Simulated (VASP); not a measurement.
# GaSb (F-43m) in VASP: further runs, part 2 of 2

VASP 6.6.1. Earlier steps stand in the parts before.

### Step 3. Single point, PBEsol

This run uses another cell than the first one, of 29.15 Å³/atom, 1.021 times its volume.

File INCAR:

```
PREC = Accurate
ENCUT = 520
EDIFF = 1E-6
ISMEAR = -1
SIGMA = 0.15
LREAL = F
LASPH = T
NELM = 80
ALGO = Normal
ISIF = 2
LWAVE = F
LCHARG = F
GGA = PS
NBANDS = 16
```

File KPOINTS:

```
regular mesh
0
Gamma
  12 12 12
```

File POSCAR:

```
GaSb
1.0
    0.0000000000      3.0774763619      3.0774763619
    3.0774763619      0.0000000000      3.0774763619
    3.0774763619      3.0774763619      0.0000000000
Ga Sb
1 1
Direct
    0.0000000000      0.0000000000      0.0000000000
    0.7500000000      0.7500000000      0.7500000000
```

Potentials or basis: VASP PAW PBE potentials, release 64 (Ga_d, Sb).

Command:

```
> cat potpaw_PBE.64/Ga_d/POTCAR potpaw_PBE.64/Sb/POTCAR > POTCAR
> mpirun -np 1 vasp_std > vasp.out
```

Wall time 52 s (1 thread of Intel Xeon Platinum 8259CL at 2.50GHz (Skylake/Cascade Lake), shared host); peak memory 0.22 GiB.

The run converged. Its results:

| Quantity | Value |
| --- | --- |
| Free energy | -8.1540 eV |
| Pressure | -0.9 GPa |
| Band gap on the k mesh | zero (filled and empty bands touch) |

Levels at points of the mesh, in eV from the Fermi level:
| k point | band 5 | band 6 | band 7 | band 8 | band 9 | band 10 | band 11 | band 12 | band 13 | band 14 |
| --- | --- | --- | --- | --- | --- | --- | --- | --- | --- | --- |
| (0.00, 0.00, 0.00) | -15.09 | -11.56 | -0.32 | -0.18 | -0.18 | -0.18 | 2.58 | 2.58 | 2.58 | 5.43 |
| (0.50, 0.00, 0.00) | -15.09 | -9.97 | -6.49 | -1.31 | -1.31 | 0.13 | 3.54 | 3.54 | 6.15 | 8.95 |
| (0.50, 0.50, 0.00) | -15.09 | -9.17 | -6.93 | -2.70 | -2.70 | 0.68 | 1.01 | 8.37 | 8.37 | 9.64 |

Caveat: the PAW data sets were made with another functional, which shifts forces and pressure a little; spin-orbit coupling is left out, which moves the levels of the heavy elements.

### Step 4. Relaxation of cell and atoms, PBEsol, target pressure -1 GPa, at which the enthalpy is minimised

File INCAR:

```
PREC     = Accurate       # precision mode
ENCUT    = 600            # plane-wave cutoff, eV
EDIFF    = 1E-7           # SCF threshold, eV
ISMEAR   = -1             # smearing method
SIGMA    = 0.15           # smearing width, eV
LREAL    = F              # projectors in reciprocal space
LASPH    = T              # aspherical terms in the spheres
NELM     = 60             # most SCF steps
ALGO     = Normal         # electronic algorithm
ISIF     = 3              # what is computed and relaxed
LWAVE    = F              # write WAVECAR
LCHARG   = F              # write CHGCAR
GGA      = PS             # functional
IBRION   = 2              # ionic algorithm
NSW      = 80             # ionic steps
EDIFFG   = -0.001         # ionic threshold
PSTRESS  = -10.0
```

File KPOINTS:

```
Automatic mesh
0
Gamma
  12 12 12
```

File POSCAR:

```
GaSb
1.0
    0.0000000000      3.0562701463      3.0562701463
    3.0562701463      0.0000000000      3.0562701463
    3.0562701463      3.0562701463      0.0000000000
Ga Sb
1 1
Direct
    0.0000000000      0.0000000000      0.0000000000
    0.7500000000      0.7500000000      0.7500000000
```

Command:

```
> cat potpaw_PBE.64/Ga_d/POTCAR potpaw_PBE.64/Sb/POTCAR > POTCAR
> mpirun -np 1 vasp_std > vasp.out
```

Wall time 4.2 min (1 thread of Intel Xeon Platinum 8259CL at 2.50GHz (Skylake/Cascade Lake), shared host); peak memory 0.25 GiB.

Results (log left out):

- Free energy: -8.1534 eV
- Relaxed volume: 29.18 Å³/atom
- Relaxed cell: a = 4.354 Å, b = 4.354 Å, c = 4.354 Å, α = 60.00°, β = 60.00°, γ = 60.00°
- Space group after relaxing (to 0.05 Å): F-43m (No. 216)
- Energy change on relaxing (the enthalpy is what falls): +1.8 meV/atom
- Ionic steps: 11
- Pressure after relaxing: -1.0 GPa
- Band gap on the k mesh: zero (filled and empty bands touch)

Step by step:
| step | energy change (eV) | largest force (eV/Å) | pressure (GPa) | volume (Å³) |
| --- | --- | --- | --- | --- |
| 1 | 0.0000 | 0.0000 | 0.08 | 57.10 |
| 2 | 0.0061 | 0.0000 | -1.26 | 58.70 |
| 3 | 0.0038 | 0.0000 | -1.01 | 58.37 |
| 4 | 0.0036 | 0.0000 | -0.97 | 58.34 |
| 5 | 0.0036 | 0.0000 | -0.99 | 58.34 |
| 6 | 0.0036 | 0.0000 | -0.98 | 58.35 |
| 7 | 0.0036 | 0.0000 | -0.98 | 58.35 |
| 8 | 0.0036 | 0.0000 | -0.98 | 58.35 |
| 9 | 0.0036 | 0.0000 | -0.98 | 58.35 |
| 10 | 0.0036 | 0.0000 | -0.98 | 58.35 |
| 11 | 0.0036 | 0.0000 | -1.00 | 58.35 |

Final structure:
```
Ga Sb
1.0
     0.00000    3.07849    3.07849
     3.07849    0.00000    3.07849
     3.07849    3.07849    0.00000
Ga Sb
1 1
Direct
  0.00000 0.00000 0.00000
  0.75000 0.75000 0.75000
```

Levels at points of the mesh, in eV from the Fermi level:
```
           k point  band 5  band 6  band 7  band 8  band 9  band 10  band 11  band 12  band 13
(0.00, 0.00, 0.00)  -15.09  -11.55   -0.32   -0.18   -0.18    -0.18     2.58     2.58     2.58
(0.50, 0.00, 0.00)  -15.09   -9.97   -6.48   -1.31   -1.31     0.13     3.54     3.54     6.15
(0.50, 0.50, 0.00)  -15.08   -9.17   -6.92   -2.70   -2.70     0.68     1.02     8.36     8.36
```

Caveat: the cell is relaxed towards a set pressure, so the enthalpy falls and the energy may rise; the PAW data sets were made with another functional, which shifts forces and pressure a little; spin-orbit coupling is left out, which moves the levels of the heavy elements.

### Step 5. Single point, PBEsol

This run uses another cell than the first one, of the same volume but with other edges.

File INCAR:

```
SYSTEM = GaSb
  ALGO = Normal
  EDIFF = 1E-6
  ENCUT = 520
  GGA = PS
  ISIF = 2
  ISMEAR = 0
  ISYM = 0
  LASPH = .TRUE.
  LCHARG = .FALSE.
  LREAL = .FALSE.
  LWAVE = .FALSE.
  NBANDS = 16
  NELM = 80
  PREC = Accurate
  SIGMA = 0.1
```

File KPOINTS:

```
k-points
0
G
  8 6 16
  0 0 0
```

File POSCAR:

```
GaSb
1.0
    4.3212908972      0.0000000000      0.0000000000
    0.0000000000      6.1112281938      0.0000000000
    2.1606454486     -3.0556140969      2.1606454486
Ga Sb
1 1
Direct
    0.0000000000      0.0000000000      0.0000000000
    0.5000000000      0.7500000000      0.0000000000
```

Command:

```
> cat potpaw_PBE.64/Ga_d/POTCAR potpaw_PBE.64/Sb/POTCAR > POTCAR
> mpirun -np 1 vasp_std > vasp.out
```

Run time: 5.8 min. Hardware: 1 thread of Intel Xeon Platinum 8259CL at 2.50GHz (Skylake/Cascade Lake), shared host; peak memory 0.51 GiB.

It converged, with:

```yaml
Free_energy: -8.1540 eV
Pressure: 0.1 GPa
```

Levels at points of the mesh, in eV from the Fermi level:
```csv
k point,band 7,band 8,band 9,band 10,band 11,band 12
"(0.00, 0.00, 0.00)",-0.06,-0.06,-0.06,-0.04,2.70,2.70
"(0.50, 0.00, 0.00)",-6.91,-2.66,-2.66,0.78,1.09,8.63
"(0.00, 0.50, 0.00)",-6.47,-1.22,-1.22,0.29,3.66,3.66
"(0.50, 0.50, 0.00)",-6.47,-1.22,-1.22,0.29,3.66,3.66
"(0.00, 0.00, 0.50)",-6.91,-2.66,-2.66,0.78,1.09,8.63
"(0.50, 0.00, 0.50)",-6.91,-2.66,-2.66,0.78,1.09,8.63
"(0.00, 0.50, 0.50)",-6.47,-1.22,-1.22,0.29,3.66,3.66
"(0.50, 0.50, 0.50)",-6.47,-1.22,-1.22,0.29,3.66,3.66
```

Caveat: the PAW data sets were made with another functional, which shifts forces and pressure a little; spin-orbit coupling is left out, which moves the levels of the heavy elements.

### Step 6. Overview

```tsv
task	cell	k mesh	cutoff (eV)	smearing	gap on the mesh (eV)	pressure (GPa)
relaxation of cell and atoms	relaxed to 40 GPa from a = 4.322 Å, angles 60.0°, 2 atoms	12 × 12 × 12	600	fermi-dirac 0.15 eV	-	40.0
single point	a = 4.352 Å, angles 60.0°, 2 atoms	12 × 12 × 12	520	fermi-dirac 0.15 eV	none	-0.9
relaxation of cell and atoms	relaxed to -1 GPa from a = 4.322 Å, angles 60.0°, 2 atoms	12 × 12 × 12	600	fermi-dirac 0.15 eV	none	-1.0
single point	a = 4.321, b = 6.111 Å, angles 135.0, 60.0, 90.0°, 2 atoms	8 × 6 × 16	520	gaussian 0.1 eV	-	0.1
```

Alike in all rows: level PBEsol; potentials or basis VASP PAW PBE potentials, release 64 (Ga_d, Sb); no spin polarisation.

Caveats: the PAW data sets were made with another functional, which shifts forces and pressure a little; spin-orbit coupling is left out, which moves the levels of the heavy elements; the cell is relaxed towards a set pressure, so the enthalpy falls and the energy may rise (some runs); the volume moved by over 15 % at a fixed basis, so the end points are rough (some runs).

Absolute energies hang on the potentials; compare differences alone.
